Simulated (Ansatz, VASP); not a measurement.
## C: VASP beside Ansatz

File INCAR:

```
  ALGO = Normal
  EDIFF = 1E-6
  ENCUT = 520
  GGA = PS
  ISIF = 2
  ISMEAR = -1
  LASPH = True
  LCHARG = False
  LREAL = False
  LWAVE = False
  NBANDS = 11
  NELM = 80
  PREC = Accurate
  SIGMA = 0.03
```

KPOINTS

```
k-points
0
Gamma
  14 14 14
```

The input POSCAR:

```
C
1.0
    0.0000000000      1.7803725545      1.7803725545
    1.7803725545      0.0000000000      1.7803725545
    1.7803725545      1.7803725545      0.0000000000
C
2
Direct
    0.0000000000      0.0000000000      0.0000000000
    0.2500000000      0.2500000000      0.2500000000
```

Input for Ansatz:

```yaml
crystal:
  lattice:
    - [0.0, 1.7803725545, 1.7803725545]
    - [1.7803725545, 0.0, 1.7803725545]
    - [1.7803725545, 1.7803725545, 0.0]
  atoms:
    - { symbol: C, position: [0.0, 0.0, 0.0] }
    - { symbol: C, position: [0.25, 0.25, 0.25] }
kpoints:
  mp_grid: { grid: [14, 14, 14] }
  band_path:
    path:
      - [0.0, 0.0, 0.0]
      - [0.5, 0.0, 0.5]
      - [0.625, 0.25, 0.625]
      - [0.375, 0.375, 0.75]
      - [0.0, 0.0, 0.0]
      - [0.5, 0.5, 0.5]
      - [0.5, 0.25, 0.75]
      - [0.5, 0.0, 0.5]
    npoints: 5
scf:
  occupations: { method: fermi_dirac, width: 0.03 }
hamiltonian:
  xc: pbesol
  pseudopotentials: { kind: all_electron, lapw: { basis_error: 0.0005 } }
output:
  forces: true
  stress: true
  eigenvalues: true
```

Alike in both runs: task single point; functional PBEsol; k mesh 14 × 14 × 14; occupations fermi-dirac, width 0.03 eV; no spin polarisation.

|  | VASP | Ansatz |
| --- | --- | --- |
| version | VASP 6.6.1 | Ansatz 0.2.0 |
| potentials or method | VASP PAW PBE potentials, release 64 (C), cutoff 520 eV | all-electron LAPW, scalar-relativistic |

|  | VASP | Ansatz | Ansatz less VASP |
| --- | --- | --- | --- |
| gap on the k mesh at the Fermi level (eV) | 4.02 | 4.02 | +0.006 |
| pressure (GPa) | -1.5 | -2.6 | -1.04 |

VASP's potentials were made for PBE, not for PBEsol. Ansatz ran all-electron here, and VASP with PAW potentials.
